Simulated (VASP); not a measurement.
# CoO (Fm-3m) in VASP: notebook, part 2 of 2

VASP 6.6.1. Earlier steps stand in the parts before.

**4. Single point, PBE+U, collinear spin, ferromagnetic start**

INCAR

```
PREC = Accurate
ENCUT = 520
EDIFF = 1E-7
ISMEAR = 0
SIGMA = 0.05
LREAL = False
LASPH = True
NELM = 150
ALGO = Normal
ISIF = 2
LWAVE = False
LCHARG = True
ISPIN = 2
MAGMOM = 0.5 0
LORBIT = 11
LMAXMIX = 4
LDAU = True
LDAUTYPE = 2
LDAUL = 2 -1
LDAUU = 3.3 0
LDAUJ = 0 0
LDAUPRINT = 1
GGA = PE
LELF = True
LVHAR = True
NBANDS = 18
```

KPOINTS

```
Automatic mesh
0
Gamma
  10 10 10
```

POSCAR

```
CoO
1.0
    0.0000000000      2.1315016559      2.1315016559
    2.1315016559      0.0000000000      2.1315016559
    2.1315016559      2.1315016559      0.0000000000
Co O
1 1
Direct
    0.0000000000      0.0000000000      0.0000000000
    0.5000000000      0.5000000000      0.5000000000
```

Potentials or basis: VASP PAW PBE potentials, release 64 (Co, O).

Run with:

```
$ cat potpaw_PBE.64/Co/POTCAR potpaw_PBE.64/O/POTCAR > POTCAR
$ mpirun -np 1 vasp_std > vasp.out
```

OUTCAR:

```text
PREC = Accurate
   ENCUT = 520
   EDIFF = 1E-7
   ISMEAR = 0
   LREAL = False
   LASPH = True
   NELM = 150
   ISIF = 2
   ISPIN = 2
   LORBIT = 11
   GGA = PE

 ion  position               nearest neighbor table
   1  0.000  0.000  0.000-   2 2.13   2 2.13   2 2.13   2 2.13   2 2.13   2 2.13
   2  0.500  0.500  0.500-   1 2.13   1 2.13   1 2.13   1 2.13   1 2.13   1 2.13

  LATTYP: Found a face centered cubic cell.
 ALAT       =     4.2630033118

  Lattice vectors:

 A1 = (   0.0000000000,   2.1315016559,   2.1315016559)
 A2 = (   2.1315016559,   0.0000000000,   2.1315016559)
 A3 = (   2.1315016559,   2.1315016559,   0.0000000000)

Analysis of symmetry for initial positions (statically):
=====================================================================
 Subroutine PRICEL returns:
 Original cell was already a primitive cell.

 Routine SETGRP: Setting up the symmetry group for a
 face centered cubic supercell.

 Subroutine GETGRP returns: Found 48 space group operations
 (whereof 48 operations were pure point group operations)
 out of a pool of 48 trial point group operations.

[... 222 lines left out ...]

 k-point     1 :       0.0000    0.0000    0.0000
  band No.  band energies     occupation
      1     -12.1304      1.00000
      2       2.7409      1.00000
      3       2.7409      1.00000
      4       3.1911      1.00000
      5       3.1911      1.00000
      6       3.1911      1.00000
[... 1001 lines left out ...]
     17      37.9000      0.00000
     18      39.2249      0.00000

 [... further k-points ...]
[... 5 lines left out ...]
  --------------------------------------------------------------------------------------
  -------------------------------------------------------------------------------------
  Total       -0.2545427     -0.2545427     -0.2545427      0.0000000      0.0000000      0.0000000
  in kB      -21.0564058    -21.0564058    -21.0564058      0.0000000      0.0000000      0.0000000
  external PRESSURE =     -21.0564058 kB  Pullay stress =       0.0000000 kB

 VOLUME and BASIS-vectors are now :
 -----------------------------------------------------------------------------
  energy-cutoff  :      520.00
  volume of cell :       19.37
      direct lattice vectors                 reciprocal lattice vectors
     0.000000000  2.131501656  2.131501656    -0.234576407  0.234576407  0.234576407
     2.131501656  0.000000000  2.131501656     0.234576407 -0.234576407  0.234576407
     2.131501656  2.131501656  0.000000000     0.234576407  0.234576407 -0.234576407

 POSITION                                       TOTAL-FORCE (eV/Angst)
 -----------------------------------------------------------------------------------
      0.00000      0.00000      0.00000         0.000000      0.000000      0.000000
      2.13150      2.13150      2.13150         0.000000      0.000000      0.000000
 -----------------------------------------------------------------------------------
    total drift:                                0.000000     -0.000000     -0.000000

  FREE ENERGIE OF THE ION-ELECTRON SYSTEM (eV)
  ---------------------------------------------------
  free  energy   TOTEN  =       -11.3011820029 eV

  energy  without entropy=      -11.2949707102  energy(sigma->0) =      -11.29807636

 total charge

# of ion       s       p       d       tot
------------------------------------------
    1        0.296   0.361   7.138   7.795
    2        1.552   3.446   0.000   4.998
--------------------------------------------------
tot          1.849   3.806   7.138  12.793

 magnetization (x)

# of ion       s       p       d       tot
------------------------------------------
    1        0.021   0.018   2.691   2.730
    2        0.023   0.234   0.000   0.257
--------------------------------------------------
tot          0.044   0.251   2.691   2.987
```

It took 36 s on 1 thread of AMD EPYC 7R13, shared host; peak memory 0.16 GiB.

Results:

| Item | Value |
| --- | --- |
| Free energy | -11.3012 eV |
| Pressure | -2.1 GPa |
| Band gap on the k mesh | zero (filled and empty bands overlap) |
| Net moment | 3.00 μB per cell |
| Site moments | Co +2.73; O +0.26 μB |
| Valence electrons inside the program's atomic spheres | Co 7.79; O 5.00 |

Eigenvalues of the final occupation matrices:
```csv
site,spin,trace,eigenvalues
site 1 d,1,4.93,0.97 0.97 0.97 1.01 1.01
site 1 d,2,2.23,0.14 0.14 0.65 0.65 0.65
```

Caveat: a cell with one magnetic atom can't hold antiferromagnetic order, which such compounds often take.

**5. Single point, PBE+U, collinear spin, antiferromagnetic start**

This run uses another cell than the first one: it holds 4 atoms, not 2.

INCAR

```
SYSTEM = CoO
PREC = Accurate
ENCUT = 520
EDIFF = 1E-6
ISMEAR = 0
SIGMA = 0.05
LREAL = .FALSE.
LASPH = .TRUE.
NELM = 150
ALGO = Normal
ISIF = 2
LWAVE = .FALSE.
LCHARG = .FALSE.
ISPIN = 2
MAGMOM = 3 -3 0 0
LORBIT = 11
LMAXMIX = 4
LDAU = .TRUE.
LDAUTYPE = 2
LDAUL = 2 -1
LDAUU = 3.3 0
LDAUJ = 0 0
LDAUPRINT = 1
GGA = PE
NBANDS = 27
```

KPOINTS

```
regular mesh
0
G
  6 6 6
  0 0 0
```

POSCAR

```
CoO
1.0
    0.0000000000      2.1315016559      2.1315016559
    2.1315016559      0.0000000000      2.1315016559
    4.2630033118      4.2630033118      0.0000000000
Co O
2 2
Direct
    0.0000000000      0.0000000000      0.0000000000
    0.0000000000      0.0000000000      0.5000000000
    0.5000000000      0.5000000000      0.2500000000
    0.5000000000      0.5000000000      0.7500000000
```

Potentials or basis: VASP PAW PBE potentials, release 64 (Co, O).

Run with:

```
$ cat potpaw_PBE.64/Co/POTCAR potpaw_PBE.64/O/POTCAR > POTCAR
$ mpirun -np 1 vasp_std > vasp.out
```

OUTCAR:

```text
SYSTEM = CoO
   PREC = Accurate
   ENCUT = 520
   EDIFF = 1E-6
   ISMEAR = 0
   LREAL = .FALSE.
   LASPH = .TRUE.
   NELM = 150
   ISIF = 2
   ISPIN = 2
   LORBIT = 11
   GGA = PE

 ion  position               nearest neighbor table
   1  0.000  0.000  0.000-   4 2.13   3 2.13   4 2.13   3 2.13   4 2.13   3 2.13   2 3.01   2 3.01
                             2 3.01   2 3.01   2 3.01   2 3.01
   2  0.000  0.000  0.500-   3 2.13   3 2.13   4 2.13   3 2.13   4 2.13   4 2.13   1 3.01   1 3.01
                             1 3.01   1 3.01   1 3.01   1 3.01
   3  0.500  0.500  0.250-   1 2.13   1 2.13   2 2.13   1 2.13   2 2.13   2 2.13
   4  0.500  0.500  0.750-   2 2.13   1 2.13   2 2.13   1 2.13   2 2.13   1 2.13

  LATTYP: Found a trigonal (rhomboedric) cell.
 ALAT       =     5.2210914429
 COS(alpha) =     0.8333333333

  Lattice vectors:

 A1 = (   4.2630033118,   2.1315016559,  -2.1315016559)
[... 1768 lines left out ...]
 POSITION                                       TOTAL-FORCE (eV/Angst)
 -----------------------------------------------------------------------------------
      0.00000      0.00000      0.00000         0.000000     -0.000000      0.000000
      2.13150      2.13150      0.00000         0.000000     -0.000000      0.000000
      2.13150      2.13150      2.13150         0.000000     -0.000000     -0.000000
      4.26300      4.26300      2.13150        -0.000000      0.000000      0.000000
 -----------------------------------------------------------------------------------
    total drift:                                0.000000     -0.000000     -0.000000

  FREE ENERGIE OF THE ION-ELECTRON SYSTEM (eV)
  ---------------------------------------------------
  free  energy   TOTEN  =       -24.3627197633 eV

  energy  without entropy=      -24.3627197633  energy(sigma->0) =      -24.36271976

 total charge

# of ion       s       p       d       tot
------------------------------------------
    1        0.300   0.364   7.144   7.808
    2        0.300   0.364   7.144   7.808
    3        1.554   3.451   0.000   5.005
    4        1.554   3.451   0.000   5.005
--------------------------------------------------
tot          3.709   7.629  14.289  25.627

 magnetization (x)

# of ion       s       p       d       tot
------------------------------------------
    1        0.005   0.001   2.648   2.654
    2       -0.005  -0.001  -2.648  -2.654
    3        0.000   0.000   0.000   0.000
    4        0.000   0.000   0.000   0.000
--------------------------------------------------
tot          0.000   0.000   0.000   0.000
```

It took 90 s on 1 thread of AMD EPYC 7R13, shared host; peak memory 0.22 GiB.

The run converged, but its numbers aren't listed here, since they failed a check.

Caveat: the k points lie up to 0.43 Å⁻¹ apart; the result breaks the symmetry of the cell.

**6. Single point, PBE+U, collinear spin, antiferromagnetic start**

This run uses another cell than the first one: it holds 4 atoms, not 2.

INCAR

```
PREC = Accurate ; ENCUT = 520
EDIFF = 1E-6 ; ISMEAR = 0
SIGMA = 0.05 ; LREAL = F
LASPH = T ; NELM = 150
ALGO = Normal ; ISIF = 2
LWAVE = F ; LCHARG = F
ISPIN = 2 ; MAGMOM = 3 -3 0 0
LORBIT = 11 ; LMAXMIX = 4
LDAU = T ; LDAUTYPE = 2
LDAUL = 2 -1 ; LDAUU = 3.3 0
LDAUJ = 0 0 ; LDAUPRINT = 1
GGA = PE ; NBANDS = 27
```

KPOINTS

```
regular mesh
0
Gamma
  6 6 6
```

POSCAR

```
CoO
1.0
    0.0000000000      2.1315016559      2.1315016559
    4.2630033118      2.1315016559      2.1315016559
    4.2630033118      4.2630033118      0.0000000000
Co O
2 2
Direct
    0.0000000000      0.0000000000      0.0000000000
    0.0000000000      0.0000000000      0.5000000000
    0.5000000000      0.5000000000      0.0000000000
    0.5000000000      0.5000000000      0.5000000000
```

Potentials or basis: VASP PAW PBE potentials, release 64 (Co, O).

Run with:

```
$ cat potpaw_PBE.64/Co/POTCAR potpaw_PBE.64/O/POTCAR > POTCAR
$ mpirun -np 1 vasp_std > vasp.out
```

It took 2.9 min on 1 thread of AMD EPYC 7R13, shared host; peak memory 0.27 GiB.

The run converged, but its numbers aren't listed here, since they failed a check.

Caveat: the k points lie up to 0.43 Å⁻¹ apart; the result breaks the symmetry of the cell.
